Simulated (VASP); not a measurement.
# LaZn (Pm-3m) in VASP: a series of runs

LaZn is run at these levels: LDA; tasks: single point.

All numbers are computed with VASP 6.6.1; they aren't measurements. Logs are shortened: lines on timing, memory, paths and dates and some standing lists are left out, and cuts for length are marked.

## Step 1: The cell of the first run

It takes space group Pm-3m (No. 221, cubic). The conventional cell has a = 3.737 Å, b = 3.737 Å, c = 3.737 Å, α = 90.00°, β = 90.00°, γ = 90.00°. Within 4.3 Å of La (site symmetry m-3m) lie 8 Zn at 3.24 Å and 6 La at 3.74 Å. Zn (site symmetry m-3m) has 8 La at 3.24 Å and 6 Zn at 3.74 Å within 4.3 Å.

## Step 2: Single point, LDA (volume scaled by 0.99)

INCAR

```
SYSTEM = LaZn
ALGO = Normal
EDIFF = 1E-6
ENCUT = 520
GGA = CA
ISIF = 2
ISMEAR = -1
LASPH = .TRUE.
LCHARG = .FALSE.
LREAL = .FALSE.
LWAVE = .FALSE.
NBANDS = 18
NELM = 60
PREC = Accurate
SIGMA = 0.05
```

KPOINTS

```
k-points
0
G
  9 9 9
  0 0 0
```

POSCAR

```
LaZn
1.0
    3.7374581003      0.0000000000      0.0000000000
    0.0000000000      3.7374581003      0.0000000000
    0.0000000000      0.0000000000      3.7374581003
La Zn
1 1
Direct
    0.5000000000      0.5000000000      0.5000000000
    0.0000000000      0.0000000000      0.0000000000
```

Potentials or basis: VASP PAW LDA potentials, release 64 (La, Zn).

Run with:

```bash
> cat potpaw_LDA.64/La/POTCAR potpaw_LDA.64/Zn/POTCAR > POTCAR
> mpirun -np 1 vasp_std > vasp.out
```

OUTCAR:

```text
SYSTEM = LaZn
   EDIFF = 1E-6
   ENCUT = 520
   GGA = CA
   ISIF = 2
   ISMEAR = -1
   LASPH = .TRUE.
   LREAL = .FALSE.
   NELM = 60
   PREC = Accurate

 ion  position               nearest neighbor table
   1  0.500  0.500  0.500-   2 3.24   2 3.24   2 3.24   2 3.24   2 3.24   2 3.24   2 3.24   2 3.24

   2  0.000  0.000  0.000-   1 3.24   1 3.24   1 3.24   1 3.24   1 3.24   1 3.24   1 3.24   1 3.24

  LATTYP: Found a simple cubic cell.
 ALAT       =     3.7374581003

  Lattice vectors:

 A1 = (   3.7374581003,   0.0000000000,   0.0000000000)
 A2 = (   0.0000000000,   3.7374581003,   0.0000000000)
 A3 = (   0.0000000000,   0.0000000000,   3.7374581003)

Analysis of symmetry for initial positions (statically):
=====================================================================
 Subroutine PRICEL returns:
 Original cell was already a primitive cell.

 Routine SETGRP: Setting up the symmetry group for a
 simple cubic supercell.

 Subroutine GETGRP returns: Found 48 space group operations
 (whereof 48 operations were pure point group operations)
 out of a pool of 48 trial point group operations.

The static configuration has the point symmetry O_h .

Analysis of symmetry for dynamics (positions and initial velocities):
=====================================================================
 Subroutine PRICEL returns:
 Original cell was already a primitive cell.

 Routine SETGRP: Setting up the symmetry group for a
 simple cubic supercell.

 Subroutine GETGRP returns: Found 48 space group operations
 (whereof 48 operations were pure point group operations)
 out of a pool of 48 trial point group operations.

The dynamic configuration has the point symmetry O_h .

 Subroutine INISYM returns: Found 48 space group operations
 (whereof 48 operations are pure point group operations),
 and found     1 'primitive' translations

----------------------------------------------------------------------------------------

                                     Primitive cell

  volume of cell :      52.2070

  direct lattice vectors                    reciprocal lattice vectors
     3.737458100  0.000000000  0.000000000     0.267561528  0.000000000  0.000000000
     0.000000000  3.737458100  0.000000000     0.000000000  0.267561528  0.000000000
     0.000000000  0.000000000  3.737458100     0.000000000  0.000000000  0.267561528

  length of vectors
     3.737458100  3.737458100  3.737458100     0.267561528  0.267561528  0.267561528

  position of ions in fractional coordinates (direct lattice)
     0.500000000  0.500000000  0.500000000
     0.000000000  0.000000000  0.000000000

  ion indices of the primitive-cell ions
   primitive index   ion index
                 1           1
                 2           2

----------------------------------------------------------------------------------------

 KPOINTS: k-points

Automatic generation of k-mesh.
 Grid dimensions read from file:
 generate k-points for:    9    9    9

 Generating k-lattice:

  Cartesian coordinates                     Fractional coordinates (reciprocal lattice)
     0.029729059  0.000000000  0.000000000     0.111111111  0.000000000  0.000000000
     0.000000000  0.029729059  0.000000000     0.000000000  0.111111111  0.000000000
     0.000000000  0.000000000  0.029729059     0.000000000  0.000000000  0.111111111

  Length of vectors
     0.029729059  0.029729059  0.029729059

  Shift w.r.t. Gamma in fractional coordinates (k-lattice)
     0.000000000  0.000000000  0.000000000

 Subroutine IBZKPT returns following result:
 ===========================================

 Found     35 irreducible k-points:

 Following reciprocal coordinates:
            Coordinates               Weight
  0.000000  0.000000  0.000000      1.000000
  0.111111  0.000000  0.000000      6.000000
  0.222222  0.000000  0.000000      6.000000
  0.333333  0.000000  0.000000      6.000000
  0.444444  0.000000  0.000000      6.000000
  0.111111  0.111111  0.000000     12.000000
[... 16 lines left out ...]
  0.333333  0.333333  0.111111     24.000000
  0.444444  0.333333  0.111111     48.000000
 [... further k-points ...]
   k-points           NKPTS =     35   k-points in BZ     NKDIM =     35   number of bands    NBANDS=     18
   number of dos      NEDOS =    301   number of ions     NIONS =      2
   total plane-waves  NPLWV =  21952
   dimension x,y,z NGX =    28 NGY =   28 NGZ =   28
   dimension x,y,z NGXF=    56 NGYF=   56 NGZF=   56
   ions per type =               1   1
   NGX,Y,Z   is equivalent  to a cutoff of  12.45, 12.45, 12.45 a.u.
   NGXF,Y,Z  is equivalent  to a cutoff of  24.91, 24.91, 24.91 a.u.
 SYSTEM =  LaZn
   PREC   = accura    normal or accurate (medium, high low for compatibility)
   ISTART =      0    job   : 0-new  1-cont  2-samecut
   ICHARG =      2    charge: 1-file 2-atom 10-const
   ISPIN  =      1    spin polarized calculation?
   LNONCOLLINEAR =      F non collinear calculations
   LSORBIT =      F    spin-orbit coupling
   LASPH  =      T    aspherical Exc in radial PAW
   ENCUT  =  520.0 eV  38.22 Ry    6.18 a.u.   6.95  6.95  6.95*2*pi/ulx,y,z
   NELM   =     60;   NELMIN=  2; NELMDL= -5     # of ELM steps
   EDIFF  = 0.1E-05   stopping-criterion for ELM
   LREAL  =      F    real-space projection
   EDIFFG = 0.1E-04   stopping-criterion for IOM
   NSW    =      0    number of steps for IOM
   IBRION =     -1    ionic relax: 0-MD 1-quasi-New 2-CG
   NFREE  =      0    steps in history (QN), initial steepest desc. (CG)
   ISIF   =      2    stress and relaxation
   ISYM   =      2    0-nonsym 1-usesym 2-fastsym
   POTIM  = 0.5000    time-step for ionic-motion
   TEBEG  =    0.0;   TEEND  =   0.0 temperature during run
   PSTRESS=    0.0 pullay stress
   NELECT =      23.0000    total number of electrons
   NUPDOWN=      -1.0000    fix difference up-down
   EMIN   =  10.00;   EMAX   =-10.00  energy-range for DOS
   EFERMI =   0.00;   METHOD = LEGACY
   ISMEAR =    -1;   SIGMA  =   0.05  broadening in eV -4-tet -1-fermi 0-gaus
   EFERMI_NEDOS =   21; number of points for ismear=-14 and -15
   IALGO  =     38    algorithm
   IMIX   =      4    mixing-type and parameters
     AMIX     =   0.40;   BMIX     =  1.00
     AMIX_MAG =   1.60;   BMIX_MAG =  1.00
  volume/ion in A,a.u.               =      26.10       176.16
  Fermi-wavevector in a.u.,A,eV,Ry     =   1.245684  2.354001 21.112539  1.551728
  Thomas-Fermi vector in A             =   2.379895
   LORBIT       =      0    0 simple, 1 ext, 2 COOP (PROOUT), +10 PAW based schemes
   GGA     = CA    functional components
   LHFCALC =     F    Hartree Fock is set to
   AEXX    =    0.0000 exact exchange contribution
   IVDW    =     0    specifies the selected vdW correction
   LEPSILON=     F    determine dielectric tensor
   LRPA    =     F    only Hartree local field effects (RPA)
 non-spin polarized calculation
  energy-cutoff  :      520.00
  volume of cell :       52.21
 maximum number of plane-waves:      1422
 NGX is ok and might be reduce to    28
   NGX = 13   NGY = 13   NGZ = 13

 number of electron      23.0000035 magnetization

 Free energy of the ion-electron system (eV)
  ---------------------------------------------------
  ext. energy  EPLUGINS =         0.00000000
  ---------------------------------------------------
  free energy    TOTEN  =        -7.94642621 eV

  energy without entropy =       -7.92290576  energy(sigma->0) =       -7.93466598

 E-fermi :   6.1232     XC(G=0): -10.4191

 val. band max:        6.0965306132   @ k =   0.2222   0.2222   0.2222
 cond. band min:       6.1254697268   @ k =   0.4444   0.4444   0.1111
 fundamental gap:      0.0289391136
 Fermi energy:         6.1232473511

 k-point     1 :       0.0000    0.0000    0.0000
  band No.  band energies     occupation
      1     -26.5505      2.00000
      2      -9.9328      2.00000
      3      -9.9328      2.00000
      4      -9.9328      2.00000
      5      -1.0300      2.00000
      6      -1.0300      2.00000
[... 10 lines left out ...]
     17       7.8725      0.00000
     18       7.8729      0.00000

 k-point     2 :       0.1111    0.0000    0.0000
  band No.  band energies     occupation
      1     -26.5422      2.00000
      2     -10.0453      2.00000
      3      -9.9237      2.00000
      4      -9.9237      2.00000
      5      -1.0245      2.00000
      6      -1.0077      2.00000
[... 10 lines left out ...]
     17       7.8805      0.00000
     18       7.8816      0.00000

 k-point     3 :       0.2222    0.0000    0.0000
  band No.  band energies     occupation
      1     -26.5208      2.00000
      2     -10.3161      2.00000
      3      -9.9006      2.00000
      4      -9.9006      2.00000
      5      -1.0107      2.00000
      6      -0.9529      2.00000
[... 10 lines left out ...]
     17       7.9027      0.00000
     18       7.9063      0.00000

 k-point     4 :       0.3333    0.0000    0.0000
  band No.  band energies     occupation
      1     -26.4964      2.00000
      2     -10.6030      2.00000
      3      -9.8741      2.00000
      4      -9.8741      2.00000
      5      -0.9949      2.00000
      6      -0.8934      2.00000
[... 375 lines left out ...]
      4      -9.9190      2.00000
      5      -0.9600      2.00000
      6      -0.9483      2.00000
[... 10 lines left out ...]
     17       8.0317      0.00000
     18       8.0735      0.00000

 k-point    23 :       0.3333    0.3333    0.1111
  band No.  band energies     occupation
      1     -26.4365      2.00000
      2     -10.4964      2.00000
      3     -10.4610      2.00000
      4      -9.9085      2.00000
      5      -0.9672      2.00000
      6      -0.9460      2.00000
[... 10 lines left out ...]
     17       8.0496      0.00000
     18       8.1172      0.00000

 k-point    24 :       0.4444    0.3333    0.1111
  band No.  band energies     occupation
      1     -26.4210      2.00000
      2     -10.6436      2.00000
      3     -10.4461      2.00000
      4      -9.8884      2.00000
      5      -0.9828      2.00000
      6      -0.9507      2.00000
[... 10 lines left out ...]
     17       8.1153      0.00000
     18       8.2079      0.00000

 [... further k-points ...]

------------------------ aborting loop because EDIFF is reached ----------------------------------------

  FORCE on cell =-STRESS in cart. coord.  units (eV):
  Direction    XX          YY          ZZ          XY          YZ          ZX
  --------------------------------------------------------------------------------------
  -------------------------------------------------------------------------------------
  Total       -1.1741470     -1.1741470     -1.1741470      0.0000000     -0.0000000      0.0000000
  in kB      -36.0333011    -36.0333011    -36.0333011      0.0000000     -0.0000000      0.0000000
  external PRESSURE =     -36.0333011 kB  Pullay stress =       0.0000000 kB

 VOLUME and BASIS-vectors are now :
 -----------------------------------------------------------------------------
  energy-cutoff  :      520.00
  volume of cell :       52.21
      direct lattice vectors                 reciprocal lattice vectors
     3.737458100  0.000000000  0.000000000     0.267561528  0.000000000  0.000000000
     0.000000000  3.737458100  0.000000000     0.000000000  0.267561528  0.000000000
     0.000000000  0.000000000  3.737458100     0.000000000  0.000000000  0.267561528

 POSITION                                       TOTAL-FORCE (eV/Angst)
 -----------------------------------------------------------------------------------
      1.86873      1.86873      1.86873         0.000000      0.000000      0.000000
      0.00000      0.00000      0.00000         0.000000      0.000000      0.000000
 -----------------------------------------------------------------------------------
    total drift:                               -0.000000      0.000000      0.000000

  FREE ENERGIE OF THE ION-ELECTRON SYSTEM (eV)
  ---------------------------------------------------
  free  energy   TOTEN  =        -7.9464262072 eV

  energy  without entropy=       -7.9229057595  energy(sigma->0) =       -7.93466598
```

Run time: 14 s. Hardware: 1 thread of Intel Xeon Platinum 8488C (Sapphire Rapids), shared host; peak memory 0.17 GiB.

Results:

| Item | Value |
| --- | --- |
| Free energy | -7.9464 eV |
| Pressure | -3.6 GPa |

Caveat: the cell differs from its parent crystal (volume scaled by 0.99); spin-orbit coupling is left out, which moves the levels of the heavy elements.

## Step 3: Single point, LDA

This run uses another cell than the first one, of 26.37 Å³/atom, 1.010 times its volume.

INCAR

```
ALGO = Normal ; EDIFF = 1E-6
ENCUT = 520 ; ISIF = 2
ISMEAR = -1 ; LASPH = T
LCHARG = T ; LELF = T
LREAL = F ; LVHAR = T
LWAVE = F ; NBANDS = 18
NELM = 100 ; PREC = Accurate
SIGMA = 0.05
```

KPOINTS

```
k-points
0
Gamma
  9 9 9
```

POSCAR

```
LaZn
1.0
    3.7500000000      0.0000000000      0.0000000000
    0.0000000000      3.7500000000      0.0000000000
    0.0000000000      0.0000000000      3.7500000000
La Zn
1 1
Direct
    0.5000000000      0.5000000000      0.5000000000
    0.0000000000      0.0000000000      0.0000000000
```

Potentials or basis: VASP PAW LDA potentials, release 64 (La, Zn).

Run with:

```bash
> cat potpaw_LDA.64/La/POTCAR potpaw_LDA.64/Zn/POTCAR > POTCAR
> mpirun -np 1 vasp_std > vasp.out
```

It took 15 s on 1 thread of Intel Xeon Platinum 8488C (Sapphire Rapids), shared host; peak memory 0.17 GiB.

The run converged. Its results:

```yaml
Free_energy: -7.9340 eV
Pressure: -4.0 GPa
```

Levels at points of the mesh, in eV from the Fermi level:
```
           k point  band 10  band 11  band 12  band 13  band 14  band 15
(0.00, 0.00, 0.00)    -6.06    -0.40    -0.40     1.59     1.59     1.59
```

Caveat: spin-orbit coupling is left out, which moves the levels of the heavy elements.

## Step 4: Single point, LDA (volume scaled by 1.01)

INCAR

```
SYSTEM = LaZn
PREC = Accurate ; ENCUT = 520
EDIFF = 1E-6 ; ISMEAR = -1
SIGMA = 0.05 ; LREAL = .FALSE.
LASPH = .TRUE. ; NELM = 80
ALGO = Normal ; ISIF = 2
LWAVE = .FALSE. ; LCHARG = .TRUE.
LELF = .TRUE. ; LVHAR = .TRUE.
NBANDS = 18
```

KPOINTS

```
Automatic mesh
0
G
  9 9 9
  0 0 0
```

POSCAR

```
LaZn
1.0
    3.7624585633      0.0000000000      0.0000000000
    0.0000000000      3.7624585633      0.0000000000
    0.0000000000      0.0000000000      3.7624585633
La Zn
1 1
Direct
    0.5000000000      0.5000000000      0.5000000000
    0.0000000000      0.0000000000      0.0000000000
```

Run with:

```bash
> cat potpaw_LDA.64/La/POTCAR potpaw_LDA.64/Zn/POTCAR > POTCAR
> mpirun -np 1 vasp_std > vasp.out
```

It took 15 s on 1 thread of Intel Xeon Platinum 8488C (Sapphire Rapids), shared host; peak memory 0.17 GiB.

It converged, with:

```yaml
Free_energy: -7.9202 eV
Pressure: -4.4 GPa
```

Levels at points of the mesh, in eV from the Fermi level:
```csv
k point,band 8,band 9,band 10,band 11,band 12,band 13,band 14,band 15,band 16,band 17
"(0.00, 0.00, 0.00)",-7.00,-7.00,-6.03,-0.39,-0.39,1.57,1.57,1.57,1.70,1.70
```

Caveat: the cell differs from its parent crystal (volume scaled by 1.01); spin-orbit coupling is left out, which moves the levels of the heavy elements.

## Step 5: Single point, LDA (volume scaled by 1.02)

INCAR

```
ALGO = Normal
EDIFF = 1E-7
ENCUT = 520
GGA = CA
ISIF = 2
ISMEAR = -1
LASPH = True
LCHARG = True
LELF = True
LREAL = False
LVHAR = True
LWAVE = False
NBANDS = 18
NELM = 80
PREC = Accurate
SIGMA = 0.05
```

KPOINTS

```
k-points
0
Gamma
  9 9 9
```

POSCAR

```
LaZn
1.0
    3.7748351608      0.0000000000      0.0000000000
    0.0000000000      3.7748351608      0.0000000000
    0.0000000000      0.0000000000      3.7748351608
La Zn
1 1
Direct
    0.5000000000      0.5000000000      0.5000000000
    0.0000000000      0.0000000000      0.0000000000
```

Run with:

```bash
> cat potpaw_LDA.64/La/POTCAR potpaw_LDA.64/Zn/POTCAR > POTCAR
> mpirun -np 1 vasp_std > vasp.out
```

Wall time 16 s (1 thread of Intel Xeon Platinum 8488C (Sapphire Rapids), shared host); peak memory 0.18 GiB.

The run converged. Its results:

| Quantity | Value |
| --- | --- |
| Free energy | -7.9052 eV |
| Pressure | -4.8 GPa |

Levels at points of the mesh, in eV from the Fermi level:
```
           k point  band 10  band 11  band 12  band 13  band 14  band 15
(0.00, 0.00, 0.00)    -6.01    -0.39    -0.39     1.54     1.54     1.54
```

Caveat: the cell differs from its parent crystal (volume scaled by 1.02); spin-orbit coupling is left out, which moves the levels of the heavy elements.

## Step 6: Single point, LDA (volume scaled by 1.04)

INCAR

```
SYSTEM = LaZn
PREC = Accurate ; ENCUT = 520
EDIFF = 1E-7 ; ISMEAR = -1
SIGMA = 0.05 ; LREAL = .False.
LASPH = .True. ; NELM = 80
ALGO = Normal ; ISIF = 2
LWAVE = .False. ; LCHARG = .False.
NBANDS = 18
```

KPOINTS

```
regular mesh
0
Gamma
  9 9 9
  0 0 0
```

POSCAR

```
LaZn
1.0
    3.7993477643      0.0000000000      0.0000000000
    0.0000000000      3.7993477643      0.0000000000
    0.0000000000      0.0000000000      3.7993477643
La Zn
1 1
Direct
    0.5000000000      0.5000000000      0.5000000000
    0.0000000000      0.0000000000      0.0000000000
```

Potentials or basis: VASP PAW LDA potentials, release 64 (La, Zn).

Run with:

```bash
> cat potpaw_LDA.64/La/POTCAR potpaw_LDA.64/Zn/POTCAR > POTCAR
> mpirun -np 1 vasp_std > vasp.out
```

Wall time 16 s (1 thread of Intel Xeon Platinum 8488C (Sapphire Rapids), shared host); peak memory 0.18 GiB.

The run converged. Its results:

| Item | Value |
| --- | --- |
| Free energy | -7.8715 eV |
| Pressure | -5.5 GPa |

Levels at points of the mesh, in eV from the Fermi level:
| k point | band 9 | band 10 | band 11 | band 12 | band 13 | band 14 | band 15 | band 16 |
| --- | --- | --- | --- | --- | --- | --- | --- | --- |
| (0.00, 0.00, 0.00) | -6.97 | -5.97 | -0.37 | -0.37 | 1.50 | 1.50 | 1.50 | 1.62 |

Caveat: the cell differs from its parent crystal (volume scaled by 1.04); spin-orbit coupling is left out, which moves the levels of the heavy elements.

## Step 7: The runs side by side

| cell | gap on the mesh (eV) | pressure (GPa) |
| --- | --- | --- |
| a = 3.737 Å, 2 atoms | none | -3.6 |
| a = 3.750 Å, 2 atoms | none | -4.0 |
| a = 3.762 Å, 2 atoms | none | -4.4 |
| a = 3.775 Å, 2 atoms | none | -4.8 |
| a = 3.799 Å, 2 atoms | none | -5.5 |

Alike in all rows: task single point; level LDA; potentials or basis VASP PAW LDA potentials, release 64 (La, Zn); no spin polarisation; k mesh 9 × 9 × 9; cutoff (eV) 520; smearing fermi-dirac 0.05 eV.

Caveats: spin-orbit coupling is left out, which moves the levels of the heavy elements.

Total energies depend on the potentials used, so only differences within one code and one set of settings carry meaning.
